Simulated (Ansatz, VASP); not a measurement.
Mo: VASP beside Ansatz

```
CELL_PARAMETERS angstrom
2.73551 0.00000 0.00000
-1.36776 2.36902 0.00000
0.00000 0.00000 2.55518
ATOMIC_POSITIONS crystal
Mo 0.00000 0.00000 0.50000
```

Alike in both runs: task single point; functional PBEsol; k mesh 18 × 18 × 18; occupations gaussian, width 0.15 eV; no spin polarisation.

|  | VASP | Ansatz |
| --- | --- | --- |
| version | VASP 6.6.1 | Ansatz 0.2.0 |
| potentials or method | VASP PAW PBE potentials, release 64 (Mo_sv), cutoff 520 eV | scalar-relativistic, plane waves, PAW |
| valence electrons in the cell | 14 | 14 |

|  | VASP | Ansatz | Ansatz less VASP |
| --- | --- | --- | --- |
| gap on the k mesh at the Fermi level (eV) | none | none | - |
| pressure (GPa) | -3.3 | -3.7 | -0.49 |
| traceless stress, the component that is largest in VASP (GPa) | -4.67 | -4.77 | -0.104 |

VASP's potentials were made for PBE, not for PBEsol. A gap of «none» marks a metal or a gap that the smearing closes.
